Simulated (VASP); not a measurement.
Write the native input for VASP 6.6.1 that does the following.

```yaml
Task: single point
Functional: PBE
Potentials_or_basis: VASP PAW PBE potentials, release 64 (Zn, O)
Cutoff: 520 eV
k_mesh: 8 × 8 × 8
Occupations: gaussian, width 0.02 eV
Spin: no spin polarisation
Dipole_correction: no
Further_INCAR_settings: ALGO = Normal; EDIFF = 1e-06; NBANDS = 53
```

The structure of Zn2O3 lies in POSCAR:

```
Zn2O3
1.0
    0.0000000000      3.9131599272      3.9131599272
    3.9131599272      0.0000000000      3.9131599272
    3.9131599272      3.9131599272      0.0000000000
Zn O
4 6
Direct
    0.6250000000      0.6250000000      0.6250000000
    0.6250000000      0.6250000000      0.1250000000
    0.6250000000      0.1250000000      0.6250000000
    0.1250000000      0.6250000000      0.6250000000
    0.1250000000      0.1250000000      0.1250000000
    0.1250000000      0.1250000000      0.6250000000
    0.1250000000      0.6250000000      0.1250000000
    0.6250000000      0.1250000000      0.1250000000
    0.2500000000      0.2500000000      0.2500000000
    0.0000000000      0.0000000000      0.0000000000
```

One way to write it, as run:

INCAR

```
SYSTEM = Zn2O3
PREC = Accurate
ENCUT = 520
EDIFF = 1E-6
ISMEAR = 0
SIGMA = 0.02
LREAL = .FALSE.
LASPH = .TRUE.
NELM = 100
ALGO = Normal
ISIF = 2
LWAVE = .FALSE.
LCHARG = .TRUE.
GGA = PE
LELF = .TRUE.
LVHAR = .TRUE.
NBANDS = 53
```

KPOINTS

```
Automatic mesh
0
G
  8 8 8
  0 0 0
```

Potentials or basis: VASP PAW PBE potentials, release 64 (Zn, O).

The run is started by

```console
$ cat potpaw_PBE.64/Zn/POTCAR potpaw_PBE.64/O/POTCAR > POTCAR
$ mpirun -np 1 vasp_std > vasp.out
```

It gave:

| Item | Value |
| --- | --- |
| Pressure | -0.1 GPa |
| Band gap on the k mesh | 0.06 eV, indirect (least direct gap 0.13 eV) |

It took 8.3 min on 1 thread of AMD EPYC 7R13, with other jobs on the host, peak memory 0.28 GiB.
